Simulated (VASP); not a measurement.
# BaTiO3 (P4mm) in VASP: notebook

Aim: see how the results for BaTiO3 move with the level of theory and the settings. Levels: PBE, r2SCAN. Tasks: single point.

Everything below comes from runs of VASP 6.6.1. Logs are shortened: lines on timing, memory, paths and dates and some standing lists are left out, and cuts for length are marked.

## Step 1: The cell of the first run

The structure is tetragonal, space group P4mm (No. 99). Conventional cell: a = 3.878 Å, b = 3.878 Å, c = 4.015 Å, α = 90.00°, β = 90.00°, γ = 90.00°. Ba (site symmetry 4mm) has 12 O at 2.74 to 2.83 Å and 8 Ti at 3.36 to 3.43 Å within 3.6 Å. Within 2.5 Å of Ti (site symmetry 4mm) lie 6 O at 1.86 to 2.15 Å. Within 2.5 Å of O (site symmetry 4mm) lie 2 Ti at 1.86 to 2.15 Å. Within 2.6 Å of O (site symmetry 2mm) lie 2 Ti at 1.94 Å.

## Step 2: Single point, PBE (strain -2.4%)

The input, INCAR:

```
ALGO = Normal
EDIFF = 1E-6
ENCUT = 520
GGA = PE
ISIF = 2
ISMEAR = -1
LASPH = T
LCHARG = F
LREAL = F
LWAVE = F
NBANDS = 28
NELM = 60
PREC = Accurate
SIGMA = 0.02
```

The input, KPOINTS:

```
k-points
0
Gamma
  6 6 6
```

The input, POSCAR:

```
BaTiO3
1.0
    3.8782201961      0.0000000000      0.0000000000
    0.0000000000      3.8782201961      0.0000000000
    0.0000000000      0.0000000000      4.0147687457
Ba Ti O
1 1 3
Direct
    0.0000000000      0.0000000000      0.0012632189
    0.5000000000      0.5000000000      0.4865967829
    0.5000000000      0.5000000000      0.0232325493
    0.5000000000      0.0000000000      0.5159537245
    0.0000000000      0.5000000000      0.5159537245
```

Potentials or basis: VASP PAW PBE potentials, release 64 (Ba_sv, Ti_sv, O).

On the command line:

```
> cat potpaw_PBE.64/Ba_sv/POTCAR potpaw_PBE.64/Ti_sv/POTCAR potpaw_PBE.64/O/POTCAR > POTCAR
> mpirun -np 1 vasp_std > vasp.out
```

OUTCAR:

```text
EDIFF = 1E-6
   ENCUT = 520
   GGA = PE
   ISIF = 2
   ISMEAR = -1
   LASPH = T
   LREAL = F
   NELM = 60
   PREC = Accurate

 ion  position               nearest neighbor table
   1  0.000  0.000  0.001-   3 2.74   3 2.74   3 2.74   3 2.74   5 2.75   5 2.75   4 2.75   4 2.75
                             4 2.83   5 2.83   5 2.83   4 2.83   2 3.36   2 3.36   2 3.36   2 3.36
   2  0.500  0.500  0.487-   3 1.86   4 1.94   5 1.94   4 1.94   5 1.94   3 2.15   1 3.36   1 3.36
                             1 3.36   1 3.36   1 3.43   1 3.43   1 3.43   1 3.43
   3  0.500  0.500  0.023-   2 1.86   2 2.15   1 2.74   1 2.74   1 2.74   1 2.74
   4  0.500  0.000  0.516-   2 1.94   2 1.94   1 2.75   1 2.75   1 2.83   1 2.83
   5  0.000  0.500  0.516-   2 1.94   2 1.94   1 2.75   1 2.75   1 2.83   1 2.83

  LATTYP: Found a simple tetragonal cell.
 ALAT       =     3.8782201961
 C/A-ratio  =     1.0352090760

  Lattice vectors:

 A1 = (   3.8782201961,   0.0000000000,   0.0000000000)
 A2 = (   0.0000000000,   3.8782201961,   0.0000000000)
 A3 = (   0.0000000000,   0.0000000000,   4.0147687457)

Analysis of symmetry for initial positions (statically):
=====================================================================
 Subroutine PRICEL returns:
 Original cell was already a primitive cell.

 Routine SETGRP: Setting up the symmetry group for a
 simple tetragonal supercell.

 Subroutine GETGRP returns: Found  8 space group operations
 (whereof  8 operations were pure point group operations)
 out of a pool of 16 trial point group operations.

The static configuration has the point symmetry C_4v.

Analysis of symmetry for dynamics (positions and initial velocities):
=====================================================================
 Subroutine PRICEL returns:
 Original cell was already a primitive cell.

 Routine SETGRP: Setting up the symmetry group for a
 simple tetragonal supercell.

 Subroutine GETGRP returns: Found  8 space group operations
 (whereof  8 operations were pure point group operations)
 out of a pool of 16 trial point group operations.

The dynamic configuration has the point symmetry C_4v.

 Subroutine INISYM returns: Found  8 space group operations
 (whereof  8 operations are pure point group operations),
 and found     1 'primitive' translations

----------------------------------------------------------------------------------------

                                     Primitive cell

  volume of cell :      60.3845

  direct lattice vectors                    reciprocal lattice vectors
     3.878220196  0.000000000  0.000000000     0.257850238  0.000000000  0.000000000
     0.000000000  3.878220196  0.000000000     0.000000000  0.257850238  0.000000000
     0.000000000  0.000000000  4.014768746     0.000000000  0.000000000  0.249080349

  length of vectors
     3.878220196  3.878220196  4.014768746     0.257850238  0.257850238  0.249080349

  position of ions in fractional coordinates (direct lattice)
     0.000000000  0.000000000  0.001263219
     0.500000000  0.500000000  0.486596783
     0.500000000  0.500000000  0.023232549
     0.500000000  0.000000000  0.515953725
     0.000000000  0.500000000  0.515953725

  ion indices of the primitive-cell ions
   primitive index   ion index
                 1           1
                 2           2
                 3           3
                 4           4
                 5           5

----------------------------------------------------------------------------------------

 KPOINTS: k-points

Automatic generation of k-mesh.
 Grid dimensions read from file:
 generate k-points for:    6    6    6

 Generating k-lattice:

  Cartesian coordinates                     Fractional coordinates (reciprocal lattice)
     0.042975040  0.000000000  0.000000000     0.166666667  0.000000000  0.000000000
     0.000000000  0.042975040  0.000000000     0.000000000  0.166666667  0.000000000
     0.000000000  0.000000000  0.041513391     0.000000000  0.000000000  0.166666667

  Length of vectors
     0.042975040  0.042975040  0.041513391

  Shift w.r.t. Gamma in fractional coordinates (k-lattice)
     0.000000000  0.000000000  0.000000000

 Subroutine IBZKPT returns following result:
 ===========================================

 Found     40 irreducible k-points:

 Following reciprocal coordinates:
            Coordinates               Weight
  0.000000  0.000000  0.000000      1.000000
  0.166667  0.000000  0.000000      4.000000
  0.333333  0.000000  0.000000      4.000000
  0.500000  0.000000  0.000000      2.000000
  0.166667  0.166667  0.000000      4.000000
  0.333333  0.166667  0.000000      8.000000
[... 16 lines left out ...]
  0.333333  0.000000  0.333333      8.000000
  0.500000  0.000000  0.333333      4.000000
 [... further k-points ...]
   k-points           NKPTS =     40   k-points in BZ     NKDIM =     40   number of bands    NBANDS=     28
   number of dos      NEDOS =    301   number of ions     NIONS =      5
   total plane-waves  NPLWV =  27000
   dimension x,y,z NGX =    30 NGY =   30 NGZ =   30
   dimension x,y,z NGXF=    60 NGYF=   60 NGZF=   60
   ions per type =               1   1   3
   NGX,Y,Z   is equivalent  to a cutoff of  12.86, 12.86, 12.42 a.u.
   NGXF,Y,Z  is equivalent  to a cutoff of  25.72, 25.72, 24.85 a.u.
 SYSTEM =  unknown system
   PREC   = accura    normal or accurate (medium, high low for compatibility)
   ISTART =      0    job   : 0-new  1-cont  2-samecut
   ICHARG =      2    charge: 1-file 2-atom 10-const
   ISPIN  =      1    spin polarized calculation?
   LNONCOLLINEAR =      F non collinear calculations
   LSORBIT =      F    spin-orbit coupling
   LASPH  =      T    aspherical Exc in radial PAW
   ENCUT  =  520.0 eV  38.22 Ry    6.18 a.u.   7.21  7.21  7.46*2*pi/ulx,y,z
   NELM   =     60;   NELMIN=  2; NELMDL= -5     # of ELM steps
   EDIFF  = 0.1E-05   stopping-criterion for ELM
   LREAL  =      F    real-space projection
   EDIFFG = 0.1E-04   stopping-criterion for IOM
   NSW    =      0    number of steps for IOM
   IBRION =     -1    ionic relax: 0-MD 1-quasi-New 2-CG
   NFREE  =      0    steps in history (QN), initial steepest desc. (CG)
   ISIF   =      2    stress and relaxation
   ISYM   =      2    0-nonsym 1-usesym 2-fastsym
   POTIM  = 0.5000    time-step for ionic-motion
   TEBEG  =    0.0;   TEEND  =   0.0 temperature during run
   PSTRESS=    0.0 pullay stress
   NELECT =      40.0000    total number of electrons
   NUPDOWN=      -1.0000    fix difference up-down
   EMIN   =  10.00;   EMAX   =-10.00  energy-range for DOS
   EFERMI =   0.00;   METHOD = LEGACY
   ISMEAR =    -1;   SIGMA  =   0.02  broadening in eV -4-tet -1-fermi 0-gaus
   EFERMI_NEDOS =   21; number of points for ismear=-14 and -15
   IALGO  =     38    algorithm
   IMIX   =      4    mixing-type and parameters
     AMIX     =   0.40;   BMIX     =  1.00
     AMIX_MAG =   1.60;   BMIX_MAG =  1.00
  volume/ion in A,a.u.               =      12.08        81.50
  Fermi-wavevector in a.u.,A,eV,Ry     =   1.427095  2.696819 27.709643  2.036601
  Thomas-Fermi vector in A             =   2.547302
   LORBIT       =      0    0 simple, 1 ext, 2 COOP (PROOUT), +10 PAW based schemes
   GGA     = PE    functional components
   LHFCALC =     F    Hartree Fock is set to
   AEXX    =    0.0000 exact exchange contribution
   IVDW    =     0    specifies the selected vdW correction
   LEPSILON=     F    determine dielectric tensor
   LRPA    =     F    only Hartree local field effects (RPA)
 non-spin polarized calculation
  energy-cutoff  :      520.00
  volume of cell :       60.38
 maximum number of plane-waves:      1648
 NGX is ok and might be reduce to    30
   NGX = 15   NGY = 15   NGZ = 15

 number of electron      40.0000011 magnetization

 Free energy of the ion-electron system (eV)
  ---------------------------------------------------
  ext. energy  EPLUGINS =         0.00000000
  ---------------------------------------------------
  free energy    TOTEN  =       -39.70891905 eV

  energy without entropy =      -39.70891905  energy(sigma->0) =      -39.70891905

 E-fermi :   4.7998     XC(G=0): -11.5721

 val. band max:        4.4164407991   @ k =   0.5000   0.5000   0.5000
 cond. band min:       6.3110849416   @ k =   0.0000   0.0000   0.0000
 fundamental gap:      1.8946441426
 Fermi energy:         4.7998080326

 k-point     1 :       0.0000    0.0000    0.0000
  band No.  band energies     occupation
      1     -51.9461      2.00000
      2     -28.2357      2.00000
      3     -28.2017      2.00000
      4     -28.2017      2.00000
      5     -20.4012      2.00000
      6     -12.7218      2.00000
[... 20 lines left out ...]
     27       9.6256      0.00000
     28      12.3533      0.00000

 k-point     2 :       0.1667    0.0000    0.0000
  band No.  band energies     occupation
      1     -51.9457      2.00000
      2     -28.2349      2.00000
      3     -28.2223      2.00000
      4     -28.2009      2.00000
      5     -20.3577      2.00000
      6     -12.7474      2.00000
[... 20 lines left out ...]
     27      10.2001      0.00000
     28      13.0336      0.00000

 k-point     3 :       0.3333    0.0000    0.0000
  band No.  band energies     occupation
      1     -51.9448      2.00000
      2     -28.2632      2.00000
      3     -28.2330      2.00000
      4     -28.1992      2.00000
      5     -20.2679      2.00000
      6     -12.9308      2.00000
[... 20 lines left out ...]
     27      11.4800      0.00000
     28      12.8321      0.00000

 k-point     4 :       0.5000    0.0000    0.0000
  band No.  band energies     occupation
      1     -51.9444      2.00000
      2     -28.2834      2.00000
      3     -28.2322      2.00000
      4     -28.1984      2.00000
      5     -20.2216      2.00000
      6     -13.0499      2.00000
[... 20 lines left out ...]
     27      12.3448      0.00000
     28      12.7305      0.00000

 k-point     5 :       0.1667    0.1667    0.0000
  band No.  band energies     occupation
      1     -51.9453      2.00000
      2     -28.2341      2.00000
      3     -28.2218      2.00000
      4     -28.2207      2.00000
      5     -20.3181      2.00000
      6     -12.7177      2.00000
[... 20 lines left out ...]
     27      10.6361      0.00000
     28      13.1575      0.00000

 k-point     6 :       0.3333    0.1667    0.0000
  band No.  band energies     occupation
      1     -51.9444      2.00000
      2     -28.2619      2.00000
      3     -28.2323      2.00000
      4     -28.2193      2.00000
      5     -20.2369      2.00000
      6     -12.8066      2.00000
[... 463 lines left out ...]
      5     -20.2944      2.00000
      6     -12.9915      2.00000
[... 20 lines left out ...]
     27      11.3424      0.00000
     28      12.9712      0.00000

 k-point    22 :       0.1667    0.0000    0.3333
  band No.  band energies     occupation
      1     -51.9449      2.00000
      2     -28.2758      2.00000
      3     -28.2202      2.00000
      4     -28.1993      2.00000
      5     -20.2622      2.00000
      6     -12.8716      2.00000
[... 20 lines left out ...]
     27      11.8951      0.00000
     28      13.4263      0.00000

 k-point    23 :       0.3333    0.0000    0.3333
  band No.  band energies     occupation
      1     -51.9441      2.00000
      2     -28.2733      2.00000
      3     -28.2602      2.00000
      4     -28.1977      2.00000
      5     -20.1963      2.00000
      6     -12.6776      2.00000
[... 20 lines left out ...]
     27      13.0585      0.00000
     28      13.3594      0.00000

 k-point    24 :       0.5000    0.0000    0.3333
  band No.  band energies     occupation
      1     -51.9436      2.00000
      2     -28.2801      2.00000
      3     -28.2719      2.00000
      4     -28.1969      2.00000
      5     -20.1626      2.00000
      6     -12.6322      2.00000
[... 20 lines left out ...]
     27      12.8280      0.00000
     28      14.1161      0.00000

 [... further k-points ...]
[... 5 lines left out ...]
  --------------------------------------------------------------------------------------
  -------------------------------------------------------------------------------------
  Total        7.3578489      7.3578489      5.3814340      0.0000000     -0.0000000      0.0000000
  in kB      195.2252494    195.2252494    142.7851826      0.0000000     -0.0000000      0.0000000
  external PRESSURE =     177.7452271 kB  Pullay stress =       0.0000000 kB

 VOLUME and BASIS-vectors are now :
 -----------------------------------------------------------------------------
  energy-cutoff  :      520.00
  volume of cell :       60.38
      direct lattice vectors                 reciprocal lattice vectors
     3.878220196  0.000000000  0.000000000     0.257850238  0.000000000  0.000000000
     0.000000000  3.878220196  0.000000000     0.000000000  0.257850238  0.000000000
     0.000000000  0.000000000  4.014768746     0.000000000  0.000000000  0.249080349

 POSITION                                       TOTAL-FORCE (eV/Angst)
 -----------------------------------------------------------------------------------
      0.00000      0.00000      0.00507         0.000000     -0.000000      0.017954
      1.93911      1.93911      1.95357         0.000000      0.000000      0.060443
      1.93911      1.93911      0.09327         0.000000     -0.000000     -0.124291
      1.93911      0.00000      2.07143         0.000000     -0.000000      0.022947
      0.00000      1.93911      2.07143        -0.000000      0.000000      0.022947
 -----------------------------------------------------------------------------------
    total drift:                                0.000000      0.000000      0.000228

  FREE ENERGIE OF THE ION-ELECTRON SYSTEM (eV)
  ---------------------------------------------------
  free  energy   TOTEN  =       -39.7089190515 eV

  energy  without entropy=      -39.7089190514  energy(sigma->0) =      -39.70891905
```

Wall time 28 s (1 thread of Intel Xeon 6975P-C (Granite Rapids), shared host); peak memory 0.21 GiB.

Results:

```
Free energy            : -39.7089 eV
Pressure               : 17.8 GPa
Largest force          : 0.124 eV/Å
Band gap on the k mesh : 1.89 eV, indirect (least direct gap 2.23 eV)
```

Forces in eV/Å, atoms in the order of the input:
```
Ba   0.000  0.000  0.018
Ti   0.000  0.000  0.060
O    0.000  0.000 -0.124
O    0.000  0.000  0.023
O    0.000  0.000  0.023
```

Caveat: the cell differs from its parent crystal (strain -2.4%); spin-orbit coupling is left out, which moves the levels of the heavy elements. A k mesh can miss the band edges.

## Step 3: Single point, r2SCAN (strain -2.4%)

POSCAR is that of step 2.

The input, INCAR.step1:

```
SYSTEM = BaTiO3
  ALGO = Normal
  EDIFF = 1E-4
  ENCUT = 520
  GGA = PE
  ISMEAR = 0
  LASPH = .True.
  LCHARG = .False.
  LREAL = .False.
  LWAVE = .True.
  NBANDS = 28
  NELM = 60
  PREC = Accurate
  SIGMA = 0.01
```

The input, INCAR.step2:

```
SYSTEM = BaTiO3
  ALGO = Normal
  EDIFF = 1E-6
  ENCUT = 520
  ISIF = 2
  ISMEAR = 0
  ISTART = 1
  LASPH = .True.
  LCHARG = .True.
  LELF = .True.
  LMIXTAU = .True.
  LREAL = .False.
  LVHAR = .True.
  LWAVE = .False.
  METAGGA = R2SCAN
  NBANDS = 28
  NELM = 60
  PREC = Accurate
  SIGMA = 0.01
```

The input, KPOINTS:

```
k-points
0
Gamma
  6 6 6
  0 0 0
```

Potentials or basis: VASP PAW PBE potentials, release 64 (Ba_sv, Ti_sv, O).

On the command line:

```
> cat potpaw_PBE.64/Ba_sv/POTCAR potpaw_PBE.64/Ti_sv/POTCAR potpaw_PBE.64/O/POTCAR > POTCAR
> cp INCAR.step1 INCAR
> mpirun -np 1 vasp_std > vasp.out
> cp INCAR.step2 INCAR
> mpirun -np 1 vasp_std > vasp.out
```

Run time: 1.7 min. Hardware: 1 thread of Intel Xeon 6975P-C (Granite Rapids), shared host; peak memory 0.22 GiB.

Results (log left out):

- Free energy: -74.0399 eV
- Pressure: 15.0 GPa
- Largest force: 0.111 eV/Å
- Band gap on the k mesh: 2.32 eV, indirect (least direct gap 2.66 eV)

Forces on the atoms (eV/Å):
```
Ba   0.000  0.000  0.024
Ti   0.000  0.000  0.111
O    0.000  0.000 -0.104
O    0.000  0.000 -0.016
O    0.000  0.000 -0.016
```

Stress tensor (GPa, compression positive):
```
16.84  0.00  0.00
 0.00 16.84  0.00
 0.00  0.00 11.40
```

Levels at points of the mesh, in eV from the valence-band top:
```tsv
k point	band 17	band 18	band 19	band 20	band 21	band 22	band 23	band 24
(0.00, 0.00, 0.00)	-1.41	-0.42	-0.34	-0.34	2.32	2.55	2.55	4.73
(0.50, 0.00, 0.00)	-2.08	-1.88	-1.15	-0.99	2.71	4.26	4.29	4.72
(0.50, 0.50, 0.00)	-1.88	-0.88	-0.88	-0.08	4.32	4.32	4.78	5.33
(0.00, 0.00, 0.50)	-1.92	-1.92	-0.76	-0.76	2.47	4.09	4.09	4.81
(0.50, 0.00, 0.50)	-1.81	-1.04	-1.01	-0.32	4.11	4.29	4.60	5.79
(0.50, 0.50, 0.50)	-2.42	-0.21	-0.21	0.00	4.89	4.89	5.04	7.48
```

Caveat: the cell differs from its parent crystal (strain -2.4%); the PAW data sets were made with another functional, which shifts forces and pressure a little; spin-orbit coupling is left out, which moves the levels of the heavy elements.

## Step 4: Single point, PBE (strain -2.4%)

The input, INCAR:

```
ALGO = Normal
EDIFF = 1E-6
ENCUT = 910
GGA = PE
GGA_COMPAT = F
ISIF = 2
ISMEAR = -1
LASPH = T
LCHARG = F
LREAL = F
LWAVE = F
NBANDS = 28
NELM = 120
PREC = Accurate
SIGMA = 0.02
```

The input, KPOINTS:

```
k-points
0
Gamma
  6 6 6
```

POSCAR is that of step 3.

Potentials or basis: VASP PAW PBE potentials, release 64 (Ba_sv, Ti_sv, O_h).

On the command line:

```
> cat potpaw_PBE.64/Ba_sv/POTCAR potpaw_PBE.64/Ti_sv/POTCAR potpaw_PBE.64/O_h/POTCAR > POTCAR
> mpirun -np 1 vasp_std > vasp.out
```

Run time: 95 s. Hardware: 1 thread of AMD EPYC 9R45 (Zen 5), shared host; peak memory 0.31 GiB.

It converged, with:

```yaml
Free_energy: -39.7365 eV
Pressure: 17.4 GPa
Largest_force: 0.100 eV/Å
Band_gap_on_the_k_mesh: 1.90 eV, indirect (least direct gap 2.24 eV)
```

Forces in eV/Å, atoms in the order of the input:
```
Ba   0.000  0.000  0.022
Ti   0.000  0.000  0.036
O    0.000  0.000 -0.100
O    0.000  0.000  0.021
O    0.000  0.000  0.021
```

Stress tensor (GPa, compression positive):
```
19.16  0.00  0.00
 0.00 19.16  0.00
 0.00  0.00 13.85
```

Levels at points of the mesh, in eV from the valence-band top:
```tsv
k point	band 18	band 19	band 20	band 21	band 22	band 23
(0.00, 0.00, 0.00)	-0.41	-0.34	-0.34	1.90	2.16	2.16
(0.50, 0.00, 0.00)	-1.89	-1.11	-0.95	2.32	3.86	3.90
(0.50, 0.50, 0.00)	-0.87	-0.87	-0.08	3.92	3.92	4.36
(0.00, 0.00, 0.50)	-1.92	-0.72	-0.72	2.06	3.70	3.70
(0.50, 0.00, 0.50)	-1.03	-0.99	-0.32	3.72	3.89	4.18
(0.50, 0.50, 0.50)	-0.21	-0.21	0.00	4.48	4.48	4.62
```

Caveat: the cell differs from its parent crystal (strain -2.4%); the cutoff is under 1.25 times the usual one of these potentials, so pressure, stress and relaxed cells hold a basis-set (Pulay) error; spin-orbit coupling is left out, which moves the levels of the heavy elements.

## Step 5: Overview

```tsv
level	potentials or basis	cutoff (eV)	smearing	second run	gap on the mesh (eV)	pressure (GPa)	largest force (eV/Å)
PBE	VASP PAW PBE potentials, release 64 (Ba_sv, Ti_sv, O)	520	fermi-dirac 0.02 eV	-	1.89	17.8	0.12
r2SCAN	VASP PAW PBE potentials, release 64 (Ba_sv, Ti_sv, O)	520	gaussian 0.01 eV	-	2.32	15.0	0.11
PBE	VASP PAW PBE potentials, release 64 (Ba_sv, Ti_sv, O_h)	910	fermi-dirac 0.02 eV	hard_potentials	1.90	17.4	0.10
```

Alike in all rows: task single point; no spin polarisation; cell as given; k mesh 6 × 6 × 6.

Caveats: spin-orbit coupling is left out, which moves the levels of the heavy elements; the PAW data sets were made with another functional, which shifts forces and pressure a little (some runs); the cutoff is under 1.25 times the usual one of these potentials, so pressure, stress and relaxed cells hold a basis-set (Pulay) error (some runs).

Total energies depend on the potentials used, so only differences within one code and one set of settings carry meaning.
